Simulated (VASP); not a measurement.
# ZrB2 (P6/mmm) in VASP: notebook

The runs below take ZrB2 through single point, with PBEsol.

All numbers are computed with VASP 6.6.1; they aren't measurements. Logs are shortened: lines on timing, memory, paths and dates and some standing lists are left out, and cuts for length are marked.

## 1. The cell of the first run

The structure is hexagonal, space group P6/mmm (No. 191). The conventional cell has a = 3.155 Å, b = 3.155 Å, c = 3.565 Å, α = 90.00°, β = 90.00°, γ = 120.00°. Within 3.4 Å of Zr (site symmetry 6/mmm) lie 12 B at 2.55 Å and 6 Zr at 3.15 Å. B (site symmetry -6m2) has 3 B at 1.82 Å within 2.4 Å.

## 2. Single point, PBEsol

INCAR

```
SYSTEM = ZrB2
PREC = Accurate ; ENCUT = 520
EDIFF = 1E-6 ; ISMEAR = 0
SIGMA = 0.15 ; LREAL = .FALSE.
LASPH = .TRUE. ; NELM = 80
ALGO = Normal ; ISIF = 2
LWAVE = .FALSE. ; LCHARG = .FALSE.
GGA = PS ; NBANDS = 16
```

KPOINTS

```
Automatic mesh
0
G
  15 15 12
  0 0 0
```

POSCAR

```
ZrB2
1.0
    3.1548382285      0.0000000000      0.0000000000
   -1.5774191143      2.7321700507      0.0000000000
    0.0000000000      0.0000000000      3.5652000000
Zr B
1 2
Direct
    0.0000000000      0.0000000000      0.0000000000
    0.3333333333      0.6666666667      0.5000000000
    0.6666666667      0.3333333333      0.5000000000
```

Potentials or basis: VASP PAW PBE potentials, release 64 (Zr_sv, B).

Run with:

```sh
$ cat potpaw_PBE.64/Zr_sv/POTCAR potpaw_PBE.64/B/POTCAR > POTCAR
$ mpirun -np 1 vasp_std > vasp.out
```

OUTCAR:

```text
SYSTEM = ZrB2
   PREC = Accurate
   ENCUT = 520
   EDIFF = 1E-6
   ISMEAR = 0
   LREAL = .FALSE.
   LASPH = .TRUE.
   NELM = 80
   ISIF = 2
   GGA = PS

 ion  position               nearest neighbor table
   1  0.000  0.000  0.000-   2 2.55   3 2.55   2 2.55   3 2.55   3 2.55   3 2.55   2 2.55   2 2.55
                             3 2.55   3 2.55   2 2.55   2 2.55
   2  0.333  0.667  0.500-   3 1.82   3 1.82   3 1.82   1 2.55   1 2.55   1 2.55   1 2.55   1 2.55
                             1 2.55
   3  0.667  0.333  0.500-   2 1.82   2 1.82   2 1.82   1 2.55   1 2.55   1 2.55   1 2.55   1 2.55
                             1 2.55

  LATTYP: Found a hexagonal cell.
 ALAT       =     3.1548382285
 C/A-ratio  =     1.1300737920

  Lattice vectors:

 A1 = (   3.1548382285,   0.0000000000,   0.0000000000)
 A2 = (  -1.5774191143,   2.7321700507,   0.0000000000)
 A3 = (   0.0000000000,   0.0000000000,   3.5652000000)

Analysis of symmetry for initial positions (statically):
=====================================================================
 Subroutine PRICEL returns:
 Original cell was already a primitive cell.

 Routine SETGRP: Setting up the symmetry group for a
 hexagonal supercell.

 Subroutine GETGRP returns: Found 24 space group operations
 (whereof 24 operations were pure point group operations)
 out of a pool of 24 trial point group operations.

The static configuration has the point symmetry D_6h.

Analysis of symmetry for dynamics (positions and initial velocities):
=====================================================================
 Subroutine PRICEL returns:
 Original cell was already a primitive cell.

 Routine SETGRP: Setting up the symmetry group for a
 hexagonal supercell.

 Subroutine GETGRP returns: Found 24 space group operations
 (whereof 24 operations were pure point group operations)
 out of a pool of 24 trial point group operations.

The dynamic configuration has the point symmetry D_6h.

 Subroutine INISYM returns: Found 24 space group operations
 (whereof 24 operations are pure point group operations),
 and found     1 'primitive' translations

----------------------------------------------------------------------------------------

                                     Primitive cell

  volume of cell :      30.7304

  direct lattice vectors                    reciprocal lattice vectors
     3.154838229  0.000000000  0.000000000     0.316973463  0.183004714  0.000000000
    -1.577419114  2.732170051  0.000000000     0.000000000  0.366009429  0.000000000
     0.000000000  0.000000000  3.565200000     0.000000000  0.000000000  0.280489173
[... 90 lines left out ...]
   IBRION =     -1    ionic relax: 0-MD 1-quasi-New 2-CG
   NFREE  =      0    steps in history (QN), initial steepest desc. (CG)
   ISIF   =      2    stress and relaxation
   ISYM   =      2    0-nonsym 1-usesym 2-fastsym
   POTIM  = 0.5000    time-step for ionic-motion
   TEBEG  =    0.0;   TEEND  =   0.0 temperature during run
   PSTRESS=    0.0 pullay stress
   NELECT =      18.0000    total number of electrons
   NUPDOWN=      -1.0000    fix difference up-down
   EMIN   =  10.00;   EMAX   =-10.00  energy-range for DOS
   EFERMI =   0.00;   METHOD = LEGACY
   ISMEAR =     0;   SIGMA  =   0.15  broadening in eV -4-tet -1-fermi 0-gaus
   EFERMI_NEDOS =   21; number of points for ismear=-14 and -15
   IALGO  =     38    algorithm
   IMIX   =      4    mixing-type and parameters
     AMIX     =   0.40;   BMIX     =  1.00
     AMIX_MAG =   1.60;   BMIX_MAG =  1.00
  volume/ion in A,a.u.               =      10.24        69.13
  Fermi-wavevector in a.u.,A,eV,Ry     =   1.369755  2.588461 25.527626  1.876228
  Thomas-Fermi vector in A             =   2.495602
   LORBIT       =      0    0 simple, 1 ext, 2 COOP (PROOUT), +10 PAW based schemes
   GGA     = PS    functional components
   LHFCALC =     F    Hartree Fock is set to
   AEXX    =    0.0000 exact exchange contribution
   IVDW    =     0    specifies the selected vdW correction
   LEPSILON=     F    determine dielectric tensor
   LRPA    =     F    only Hartree local field effects (RPA)
 non-spin polarized calculation
 Gauss-broadening in eV      SIGMA  =   0.15
  energy-cutoff  :      520.00
  volume of cell :       30.73
 maximum number of plane-waves:       843
 NGX is ok and might be reduce to    24
   NGX = 11   NGY = 11   NGZ = 13

 number of electron      18.0000000 magnetization

 Free energy of the ion-electron system (eV)
  ---------------------------------------------------
  ext. energy  EPLUGINS =         0.00000000
  ---------------------------------------------------
  free energy    TOTEN  =       -26.39357793 eV

  energy without entropy =      -26.39109684  energy(sigma->0) =      -26.39233738

 E-fermi :  10.4024     XC(G=0): -12.5385

 val. band max:       10.3775934243   @ k =   0.4000   0.1333   0.0000
 cond. band min:      10.4083142654   @ k =   0.1333   0.1333   0.2500
 fundamental gap:      0.0307208411
 Fermi energy:        10.4023926062

 k-point     1 :       0.0000    0.0000    0.0000
  band No.  band energies     occupation
      1     -38.0949      2.00000
      2     -16.3312      2.00000
      3     -15.7338      2.00000
      4     -15.7338      2.00000
      5      -2.2870      2.00000
      6       7.7677      2.00000
[... 433 lines left out ...]
      3     -16.1811      2.00000
      4     -16.1323      2.00000
      5       2.1136      2.00000
      6       2.2449      2.00000
[... 8 lines left out ...]
     15      19.8608      0.00000
     16      20.1095      0.00000

 [... further k-points ...]

------------------------ aborting loop because EDIFF is reached ----------------------------------------

  FORCE on cell =-STRESS in cart. coord.  units (eV):
  Direction    XX          YY          ZZ          XY          YZ          ZX
  --------------------------------------------------------------------------------------
  -------------------------------------------------------------------------------------
  Total       -0.3264543     -0.3264543     -1.3279086      0.0000000      0.0000000      0.0000000
  in kB      -17.0201860    -17.0201860    -69.2325061      0.0000000      0.0000000      0.0000000
  external PRESSURE =     -34.4242927 kB  Pullay stress =       0.0000000 kB

 VOLUME and BASIS-vectors are now :
 -----------------------------------------------------------------------------
  energy-cutoff  :      520.00
  volume of cell :       30.73
      direct lattice vectors                 reciprocal lattice vectors
     3.154838229  0.000000000  0.000000000     0.316973463  0.183004714  0.000000000
    -1.577419114  2.732170051  0.000000000     0.000000000  0.366009429  0.000000000
     0.000000000  0.000000000  3.565200000     0.000000000  0.000000000  0.280489173

 POSITION                                       TOTAL-FORCE (eV/Angst)
 -----------------------------------------------------------------------------------
      0.00000      0.00000      0.00000         0.000000      0.000000      0.000000
     -0.00000      1.82145      1.78260        -0.000000      0.000000      0.000000
      1.57742      0.91072      1.78260         0.000000      0.000000      0.000000
 -----------------------------------------------------------------------------------
    total drift:                               -0.000000      0.000000      0.000000

  FREE ENERGIE OF THE ION-ELECTRON SYSTEM (eV)
  ---------------------------------------------------
  free  energy   TOTEN  =       -26.3935779293 eV

  energy  without entropy=      -26.3910968388  energy(sigma->0) =      -26.39233738
```

Wall time 26 s (1 thread of Intel Xeon 6975P-C (Granite Rapids), shared host); peak memory 0.21 GiB.

Results:

- Free energy: -26.3936 eV
- Pressure: -3.4 GPa
- Band gap on the k mesh: zero (bands 9 and 10 overlap by 0.97 eV)

Stress tensor (GPa, compression positive):
```
-1.70  0.00  0.00
 0.00 -1.70  0.00
 0.00  0.00 -6.92
```

Caveat: the cell stands under tension; the PAW data sets were made with another functional, which shifts forces and pressure a little.

## 3. Single point, PBEsol

This run uses another cell than the first one, of 10.37 Å³/atom.

INCAR

```
SYSTEM = ZrB2
PREC     = Accurate       ! precision mode
ENCUT    = 520            ! plane-wave cutoff, eV
EDIFF    = 1E-6           ! SCF threshold, eV
ISMEAR   = 0              ! smearing method
SIGMA    = 0.15           ! smearing width, eV
LREAL    = .FALSE.        ! projectors in reciprocal space
LASPH    = .TRUE.         ! aspherical terms in the spheres
NELM     = 100            ! most SCF steps
ALGO     = Normal         ! electronic algorithm
ISIF     = 2              ! what is computed and relaxed
LWAVE    = .FALSE.        ! write WAVECAR
LCHARG   = .TRUE.         ! write CHGCAR
GGA      = PS             ! functional
LELF     = .TRUE.         ! ELF
LVHAR    = .TRUE.       
NBANDS   = 16             ! bands
```

KPOINTS

```
regular mesh
0
G
  15 15 12
  0 0 0
```

POSCAR

```
ZrB2
1.0
    3.1233000000      0.0000000000      0.0000000000
   -1.5616500000      2.7048571436      0.0000000000
    0.0000000000      0.0000000000      3.6821000000
Zr B
1 2
Direct
    0.0000000000      0.0000000000      0.0000000000
    0.3333333333      0.6666666667      0.5000000000
    0.6666666667      0.3333333333      0.5000000000
```

Potentials or basis: VASP PAW PBE potentials, release 64 (Zr_sv, B).

Run with:

```sh
$ cat potpaw_PBE.64/Zr_sv/POTCAR potpaw_PBE.64/B/POTCAR > POTCAR
$ mpirun -np 1 vasp_std > vasp.out
```

Run time: 29 s. Hardware: 1 thread of Intel Xeon 6975P-C (Granite Rapids), shared host; peak memory 0.21 GiB.

The run converged. Its results:

| Item | Value |
| --- | --- |
| Free energy | -26.3171 eV |
| Pressure | -5.3 GPa |
| Band gap on the k mesh | zero (bands 9 and 10 overlap by 1.07 eV) |

Stress tensor (GPa, compression positive):
```
  1.01   0.00   0.00
  0.00   1.01   0.00
  0.00   0.00 -18.01
```

Levels at points of the mesh, in eV from the Fermi level:
```csv
k point,band 5,band 6,band 7,band 8,band 9,band 10,band 11,band 12,band 13,band 14
"(0.00, 0.00, 0.00)",-12.65,-2.72,-2.69,-2.15,-2.15,3.46,3.46,3.77,3.77,5.58
"(0.00, 0.00, 0.50)",-10.83,-6.92,-0.62,-0.62,0.83,0.83,0.89,0.89,0.97,5.67
```

Caveat: the cell stands under tension; the PAW data sets were made with another functional, which shifts forces and pressure a little.

## 4. Single point, PBEsol

This run uses another cell than the first one, of 10.33 Å³/atom.

INCAR

```
  ALGO = Normal
  EDIFF = 1E-6
  ENCUT = 520
  GGA = PS
  ISIF = 2
  ISMEAR = 0
  LASPH = True
  LCHARG = False
  LREAL = False
  LWAVE = False
  NBANDS = 16
  NELM = 80
  PREC = Accurate
  SIGMA = 0.15
```

KPOINTS

```
k-points
0
Gamma
  15 15 12
```

POSCAR

```
ZrB2
1.0
    3.2495000000      0.0000000000      0.0000000000
   -1.6247500000      2.8141495496      0.0000000000
    0.0000000000      0.0000000000      3.3899000000
Zr B
1 2
Direct
    0.0000000000      0.0000000000      0.0000000000
    0.3333333333      0.6666666667      0.5000000000
    0.6666666667      0.3333333333      0.5000000000
```

Run with:

```sh
$ cat potpaw_PBE.64/Zr_sv/POTCAR potpaw_PBE.64/B/POTCAR > POTCAR
$ mpirun -np 1 vasp_std > vasp.out
```

Run time: 28 s. Hardware: 1 thread of Intel Xeon 6975P-C (Granite Rapids), shared host; peak memory 0.21 GiB.

It converged, with:

* Free energy: -26.3027 eV
* Pressure: -6.2 GPa
* Band gap on the k mesh: zero (bands 9 and 10 overlap by 0.93 eV)

Stress tensor (GPa, compression positive):
```
-13.17   0.00   0.00
  0.00 -13.17   0.00
  0.00   0.00   7.66
```

Levels at points of the mesh, in eV from the Fermi level:
| k point | band 6 | band 7 | band 8 | band 9 | band 10 | band 11 | band 12 | band 13 |
| --- | --- | --- | --- | --- | --- | --- | --- | --- |
| (0.00, 0.00, 0.00) | -3.05 | -3.05 | -2.43 | -1.78 | 3.35 | 3.35 | 3.93 | 4.67 |
| (0.00, 0.00, 0.50) | -6.92 | -1.19 | -1.19 | -0.28 | -0.28 | 0.74 | 0.74 | 2.92 |

Caveat: the cell stands under tension; the PAW data sets were made with another functional, which shifts forces and pressure a little.

## 5. The runs side by side

| cell | gap on the mesh (eV) | pressure (GPa) |
| --- | --- | --- |
| a = 3.155, b = 3.155, c = 3.565 Å, angles 90.0, 90.0, 120.0°, 3 atoms | none | -3.4 |
| a = 3.123, b = 3.123, c = 3.682 Å, angles 90.0, 90.0, 120.0°, 3 atoms | none | -5.3 |
| a = 3.249, b = 3.250, c = 3.390 Å, angles 90.0, 90.0, 120.0°, 3 atoms | none | -6.2 |

Alike in all rows: task single point; level PBEsol; potentials or basis VASP PAW PBE potentials, release 64 (Zr_sv, B); no spin polarisation; k mesh 15 × 15 × 12; cutoff (eV) 520; smearing gaussian 0.15 eV.

Caveats: the cell stands under tension; the PAW data sets were made with another functional, which shifts forces and pressure a little.

Absolute energies hang on the potentials; compare differences alone.
